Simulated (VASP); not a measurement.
# TiC (Fm-3m) in VASP: further runs

TiC is run at these levels: PBE; tasks: single point.

All numbers are computed with VASP 6.6.1; they aren't measurements. Logs are shortened: lines on timing, memory, paths and dates and some standing lists are left out, and cuts for length are marked.

### Step 1. The cell of the first run

The structure is cubic, space group Fm-3m (No. 225). The conventional cell has a = 4.420 Å, b = 4.420 Å, c = 4.420 Å, α = 90.00°, β = 90.00°, γ = 90.00°. Ti (site symmetry m-3m) has 6 C at 2.21 Å within 2.9 Å. Within 2.9 Å of C (site symmetry m-3m) lie 6 Ti at 2.21 Å.

### Step 2. Single point, PBE

File INCAR:

```
PREC = Accurate
ENCUT = 600
EDIFF = 1E-6
ISMEAR = 0
SIGMA = 0.05
LREAL = False
LASPH = True
NELM = 120
ALGO = Normal
ISIF = 2
LWAVE = False
LCHARG = False
GGA = PE
NBANDS = 15
GGA_COMPAT = False
```

File KPOINTS:

```
Automatic mesh
0
Gamma
  6 6 6
```

File POSCAR:

```
TiC
1.0
    0.0000000000      2.2100000000      2.2100000000
    2.2100000000      0.0000000000      2.2100000000
    2.2100000000      2.2100000000      0.0000000000
Ti C
1 1
Direct
    0.0000000000      0.0000000000      0.0000000000
    0.5000000000      0.5000000000      0.5000000000
```

Potentials or basis: VASP PAW PBE potentials, release 64 (Ti_sv, C).

On the command line:

```console
$ cat potpaw_PBE.64/Ti_sv/POTCAR potpaw_PBE.64/C/POTCAR > POTCAR
$ mpirun -np 1 vasp_std > vasp.out
```

OUTCAR:

```text
PREC = Accurate
   ENCUT = 600
   EDIFF = 1E-6
   ISMEAR = 0
   LREAL = False
   LASPH = True
   NELM = 120
   ISIF = 2
   GGA = PE

 ion  position               nearest neighbor table
   1  0.000  0.000  0.000-   2 2.21   2 2.21   2 2.21   2 2.21   2 2.21   2 2.21
   2  0.500  0.500  0.500-   1 2.21   1 2.21   1 2.21   1 2.21   1 2.21   1 2.21

  LATTYP: Found a face centered cubic cell.
 ALAT       =     4.4200000000

  Lattice vectors:

 A1 = (   0.0000000000,   2.2100000000,   2.2100000000)
 A2 = (   2.2100000000,   0.0000000000,   2.2100000000)
 A3 = (   2.2100000000,   2.2100000000,   0.0000000000)

Analysis of symmetry for initial positions (statically):
=====================================================================
 Subroutine PRICEL returns:
 Original cell was already a primitive cell.

 Routine SETGRP: Setting up the symmetry group for a
 face centered cubic supercell.

 Subroutine GETGRP returns: Found 48 space group operations
 (whereof 48 operations were pure point group operations)
 out of a pool of 48 trial point group operations.

The static configuration has the point symmetry O_h .

Analysis of symmetry for dynamics (positions and initial velocities):
=====================================================================
 Subroutine PRICEL returns:
 Original cell was already a primitive cell.

 Routine SETGRP: Setting up the symmetry group for a
 face centered cubic supercell.

 Subroutine GETGRP returns: Found 48 space group operations
 (whereof 48 operations were pure point group operations)
 out of a pool of 48 trial point group operations.

The dynamic configuration has the point symmetry O_h .

 Subroutine INISYM returns: Found 48 space group operations
 (whereof 48 operations are pure point group operations),
 and found     1 'primitive' translations

----------------------------------------------------------------------------------------

                                     Primitive cell

  volume of cell :      21.5877

  direct lattice vectors                    reciprocal lattice vectors
     0.000000000  2.210000000  2.210000000    -0.226244344  0.226244344  0.226244344
     2.210000000  0.000000000  2.210000000     0.226244344 -0.226244344  0.226244344
     2.210000000  2.210000000  0.000000000     0.226244344  0.226244344 -0.226244344

  length of vectors
     3.125411973  3.125411973  3.125411973     0.391866699  0.391866699  0.391866699

  position of ions in fractional coordinates (direct lattice)
     0.000000000  0.000000000  0.000000000
     0.500000000  0.500000000  0.500000000

  ion indices of the primitive-cell ions
   primitive index   ion index
                 1           1
                 2           2

[... 78 lines left out ...]
   EFERMI_NEDOS =   21; number of points for ismear=-14 and -15
   IALGO  =     38    algorithm
   IMIX   =      4    mixing-type and parameters
     AMIX     =   0.40;   BMIX     =  1.00
     AMIX_MAG =   1.60;   BMIX_MAG =  1.00
  volume/ion in A,a.u.               =      10.79        72.84
  Fermi-wavevector in a.u.,A,eV,Ry     =   1.481537  2.799699 29.864140  2.194952
  Thomas-Fermi vector in A             =   2.595435
   LORBIT       =      0    0 simple, 1 ext, 2 COOP (PROOUT), +10 PAW based schemes
   GGA     = PE    functional components
   LHFCALC =     F    Hartree Fock is set to
   AEXX    =    0.0000 exact exchange contribution
   IVDW    =     0    specifies the selected vdW correction
   LEPSILON=     F    determine dielectric tensor
   LRPA    =     F    only Hartree local field effects (RPA)
 non-spin polarized calculation
 Gauss-broadening in eV      SIGMA  =   0.05
  energy-cutoff  :      600.00
  volume of cell :       21.59
 maximum number of plane-waves:       745
 NGX is ok and might be reduce to    28
   NGX = 13   NGY = 13   NGZ = 13

 number of electron      15.9999999 magnetization

 Free energy of the ion-electron system (eV)
  ---------------------------------------------------
  ext. energy  EPLUGINS =         0.00000000
  ---------------------------------------------------
  free energy    TOTEN  =       -18.64611789 eV

  energy without entropy =      -18.64550083  energy(sigma->0) =      -18.64580936

 E-fermi :   8.5903     XC(G=0): -12.3851

 val. band max:        8.5279864770   @ k =   0.1667   0.1667   0.0000
 cond. band min:       8.6405280033   @ k =   0.5000   0.5000   0.0000
 fundamental gap:      0.1125415263
 Fermi energy:         8.5903312853

 k-point     1 :       0.0000    0.0000    0.0000
  band No.  band energies     occupation
      1     -48.0489      2.00000
      2     -24.1012      2.00000
      3     -24.1012      2.00000
      4     -24.1012      2.00000
      5      -3.3926      2.00000
      6       9.3827      0.00000
      7       9.3827      0.00000
      8       9.3827      0.00000
      9      10.2995      0.00000
     10      10.2995      0.00000
     11      10.3199      0.00000
     12      10.3199      0.00000
     13      10.3199      0.00000
     14      18.3293      0.00000
[... 257 lines left out ...]
      2     -24.3951      2.00000
      3     -24.2892      2.00000
      4     -24.2401      2.00000
      5      -0.7861      2.00000
      6       5.4598      2.00000
      7       6.1324      2.00000
      8       6.6381      2.00000
      9      10.4027      0.00000
     10      11.7929      0.00000
     11      11.9415      0.00000
     12      12.8190      0.00000
     13      13.7647      0.00000
     14      21.5128      0.00000
     15      22.1477      0.00000

------------------------ aborting loop because EDIFF is reached ----------------------------------------

  FORCE on cell =-STRESS in cart. coord.  units (eV):
  Direction    XX          YY          ZZ          XY          YZ          ZX
  --------------------------------------------------------------------------------------
  -------------------------------------------------------------------------------------
  Total       -1.7660916     -1.7660916     -1.7660916      0.0000000      0.0000000     -0.0000000
  in kB     -131.0741326   -131.0741326   -131.0741326      0.0000000      0.0000000     -0.0000000
  external PRESSURE =    -131.0741326 kB  Pullay stress =       0.0000000 kB

 VOLUME and BASIS-vectors are now :
 -----------------------------------------------------------------------------
  energy-cutoff  :      600.00
  volume of cell :       21.59
      direct lattice vectors                 reciprocal lattice vectors
     0.000000000  2.210000000  2.210000000    -0.226244344  0.226244344  0.226244344
     2.210000000  0.000000000  2.210000000     0.226244344 -0.226244344  0.226244344
     2.210000000  2.210000000  0.000000000     0.226244344  0.226244344 -0.226244344

 POSITION                                       TOTAL-FORCE (eV/Angst)
 -----------------------------------------------------------------------------------
      0.00000      0.00000      0.00000         0.000000      0.000000      0.000000
      2.21000      2.21000      2.21000        -0.000000     -0.000000     -0.000000
 -----------------------------------------------------------------------------------
    total drift:                               -0.000000      0.000000      0.000000

  FREE ENERGIE OF THE ION-ELECTRON SYSTEM (eV)
  ---------------------------------------------------
  free  energy   TOTEN  =       -18.6461178937 eV

  energy  without entropy=      -18.6455008257  energy(sigma->0) =      -18.64580936
```

stdout:

```text
POSCAR found type information on POSCAR TiC
 POSCAR found :  2 types and       2 ions
 scaLAPACK will be used
 LDA part: xc-table for (Slater+PW92), standard interpolation
 POSCAR, INCAR and KPOINTS ok, starting setup
 FFT: planning ... GRIDC
 FFT: planning ... GRID_SOFT
 FFT: planning ... GRID
 WAVECAR not read
 entering main loop
```

Run time: 6 s. Hardware: 1 thread of Intel Xeon 6975P-C (Granite Rapids), shared host; peak memory 0.15 GiB.

What came out:

| Quantity | Value |
| --- | --- |
| Free energy | -18.6461 eV |
| Pressure | -13.1 GPa |
| Band gap on the k mesh | zero (band 8 reaches 9.38 eV, above the bottom of band 9 at 8.37 eV) |

Caveat: the k points lie up to 0.41 Å⁻¹ apart.

### Step 3. Single point, PBE

This run uses another cell than the first one, of 10.16 Å³/atom, 0.941 times its volume.

File INCAR:

```
PREC = Accurate
ENCUT = 600
EDIFF = 1E-6
ISMEAR = 0
SIGMA = 0.05
LREAL = F
LASPH = T
NELM = 120
ALGO = Normal
ISIF = 2
LWAVE = F
LCHARG = T
GGA = PE
LELF = T
LVHAR = T
NBANDS = 15
GGA_COMPAT = F
```

KPOINTS is that of step 2.

File POSCAR:

```
TiC
1.0
    0.0000000000      2.1658955071      2.1658955071
    2.1658955071      0.0000000000      2.1658955071
    2.1658955071      2.1658955071      0.0000000000
Ti C
1 1
Direct
    0.0000000000      0.0000000000      0.0000000000
    0.5000000000      0.5000000000      0.5000000000
```

Potentials or basis: VASP PAW PBE potentials, release 64 (Ti_sv, C).

On the command line:

```console
$ cat potpaw_PBE.64/Ti_sv/POTCAR potpaw_PBE.64/C/POTCAR > POTCAR
$ mpirun -np 1 vasp_std > vasp.out
```

It took 3.3 s on 1 thread of Intel Xeon 6975P-C (Granite Rapids), shared host; peak memory 0.13 GiB.

The run converged. Its results:

| Quantity | Value |
| --- | --- |
| Free energy | -18.6979 eV |
| Pressure | 0.3 GPa |
| Band gap on the k mesh | zero (band 8 reaches 10.10 eV, above the bottom of band 9 at 9.07 eV) |

Levels at points of the mesh, in eV from the Fermi level:
```csv
k point,band 5,band 6,band 7,band 8,band 9,band 10,band 11,band 12
"(0.00, 0.00, 0.00)",-12.28,0.81,0.81,0.81,1.80,1.80,1.80,1.83
"(0.50, 0.00, 0.00)",-8.80,-5.72,-2.78,-2.78,3.03,3.03,4.21,8.27
"(0.50, 0.50, 0.00)",-10.00,-3.31,-1.50,0.08,0.08,2.82,3.63,3.63
```

Caveat: the k points lie up to 0.42 Å⁻¹ apart.

### Step 4. Single point, PBE

This run uses another cell than the first one, of 9.60 Å³/atom, 0.890 times its volume.

File INCAR:

```
ALGO = Normal
EDIFF = 1E-6
ENCUT = 600
GGA = PE
GGA_COMPAT = False
ISIF = 2
ISMEAR = 0
LASPH = True
LCHARG = True
LELF = True
LREAL = False
LVHAR = True
LWAVE = False
NBANDS = 15
NELM = 120
PREC = Accurate
SIGMA = 0.05
```

File KPOINTS:

```
k-points
0
Gamma
  8 8 8
```

File POSCAR:

```
TiC
1.0
    0.0000000000      2.1254891723      2.1254891723
    2.1254891723      0.0000000000      2.1254891723
    2.1254891723      2.1254891723      0.0000000000
Ti C
1 1
Direct
    0.0000000000      0.0000000000      0.0000000000
    0.5000000000      0.5000000000      0.5000000000
```

On the command line:

```console
$ cat potpaw_PBE.64/Ti_sv/POTCAR potpaw_PBE.64/C/POTCAR > POTCAR
$ mpirun -np 1 vasp_std > vasp.out
```

Run time: 4.6 s. Hardware: 1 thread of Intel Xeon 6975P-C (Granite Rapids), shared host; peak memory 0.14 GiB.

The run converged. Its results:

```
Free energy            : -18.6511 eV
Pressure               : 16.2 GPa
Band gap on the k mesh : zero (band 8 reaches 10.80 eV, above the bottom of band 9 at 9.67 eV)
```

Levels at points of the mesh, in eV from the Fermi level:
```tsv
k point	band 4	band 5	band 6	band 7	band 8	band 9	band 10	band 11	band 12	band 13
(0.00, 0.00, 0.00)	-32.39	-12.63	0.73	0.73	0.73	1.77	1.77	1.77	1.86	1.86
(0.50, 0.00, 0.00)	-32.45	-8.88	-6.08	-3.06	-3.06	3.17	3.17	4.45	8.56	8.73
(0.50, 0.50, 0.00)	-32.60	-10.32	-3.44	-1.77	0.04	0.04	2.94	3.82	3.82	6.37
```

### Step 5. Single point, PBE (volume scaled by 1.000 of the coarse rest volume)

File INCAR:

```
  ALGO = Normal
  EDIFF = 1E-6
  ENCUT = 600
  GGA = PE
  GGA_COMPAT = F
  ISIF = 2
  ISMEAR = -1
  LASPH = T
  LCHARG = F
  LREAL = F
  LWAVE = F
  NBANDS = 15
  NELM = 120
  PREC = Accurate
  SIGMA = 0.15
```

File KPOINTS:

```
k-points
0
Gamma
  12 12 12
```

File POSCAR:

```
TiC
1.0
    0.0000000000      2.1659000000      2.1659000000
    2.1659000000      0.0000000000      2.1659000000
    2.1659000000      2.1659000000      0.0000000000
Ti C
1 1
Direct
    0.0000000000      0.0000000000      0.0000000000
    0.5000000000      0.5000000000      0.5000000000
```

On the command line:

```console
$ cat potpaw_PBE.64/Ti_sv/POTCAR potpaw_PBE.64/C/POTCAR > POTCAR
$ mpirun -np 1 vasp_std > vasp.out
```

Wall time 8.5 s (1 thread of Intel Xeon 6975P-C (Granite Rapids), shared host); peak memory 0.15 GiB.

Results (log left out):

| Item | Value |
| --- | --- |
| Free energy | -18.7214 eV |
| Pressure | 0.4 GPa |
| Band gap on the k mesh | zero (band 8 reaches 10.10 eV, above the bottom of band 9 at 9.01 eV) |

Levels at points of the mesh, in eV from the Fermi level:
| k point | band 4 | band 5 | band 6 | band 7 | band 8 | band 9 | band 10 | band 11 | band 12 | band 13 |
| --- | --- | --- | --- | --- | --- | --- | --- | --- | --- | --- |
| (0.00, 0.00, 0.00) | -32.61 | -12.39 | 0.70 | 0.70 | 0.70 | 1.68 | 1.68 | 1.68 | 1.72 | 1.72 |
| (0.50, 0.00, 0.00) | -32.66 | -8.92 | -5.83 | -2.89 | -2.89 | 2.92 | 2.92 | 4.10 | 8.15 | 8.15 |
| (0.50, 0.50, 0.00) | -32.78 | -10.11 | -3.43 | -1.61 | -0.03 | -0.03 | 2.71 | 3.52 | 3.52 | 5.80 |

Caveat: the cell differs from its parent crystal (volume scaled by 1.000 of the coarse rest volume).

### Step 6. The runs side by side

| cell | k mesh | smearing | gap on the mesh (eV) | pressure (GPa) |
| --- | --- | --- | --- | --- |
| a = 3.125 Å, angles 60.0°, 2 atoms | 6 × 6 × 6 | gaussian 0.05 eV | none | -13.1 |
| a = 3.063 Å, angles 60.0°, 2 atoms | 6 × 6 × 6 | gaussian 0.05 eV | none | 0.3 |
| a = 3.006 Å, angles 60.0°, 2 atoms | 8 × 8 × 8 | gaussian 0.05 eV | none | 16.2 |
| a = 3.063 Å, angles 60.0°, 2 atoms | 12 × 12 × 12 | fermi-dirac 0.15 eV | none | 0.4 |

Alike in all rows: task single point; level PBE; potentials or basis VASP PAW PBE potentials, release 64 (Ti_sv, C); no spin polarisation; cutoff (eV) 600.

Caveats: some runs use coarse meshes.

Total energies depend on the potentials used, so only differences within one code and one set of settings carry meaning.
